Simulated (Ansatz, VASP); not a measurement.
## Two plane-wave programs on SnO2

```
Sn O
1.0
     4.82742    0.00000    0.00000
     0.00000    4.82742    0.00000
     0.00000    0.00000    3.23807
Sn O
2 4
Direct
  0.00000 0.00000 0.00000
  0.50000 0.50000 0.50000
  0.30654 0.30654 0.00000
  0.19346 0.80654 0.50000
  0.69346 0.69346 0.00000
  0.80654 0.19346 0.50000
```

Alike in both runs: functional PBE; k mesh 6 × 6 × 8; occupations gaussian, width 0.02 eV; no spin polarisation.

Ansatz relaxed the structure, and its values are those at the end. VASP's run is a single point on that final structure, the one shown.

|  | VASP | Ansatz |
| --- | --- | --- |
| version | VASP 6.6.1 | Ansatz 0.2.0 |
| potentials or method | VASP PAW PBE potentials, release 64 (Sn_d, O), cutoff 520 eV | scalar-relativistic, plane waves, PAW |
| valence electrons in the cell | 52 | 52 |

Ansatz gave:

- gap on the k mesh at the Fermi level (eV): 0.68
- least direct gap on the mesh (eV): 0.68
- pressure (GPa): 0.0
- rms of the force components (eV/Å): 0.002

Question: Estimate VASP's values.

Answer: gap on the k mesh at the Fermi level (eV): 0.67; least direct gap on the mesh (eV): 0.67; pressure (GPa): 0.6; rms of the force components (eV/Å): 0.006.
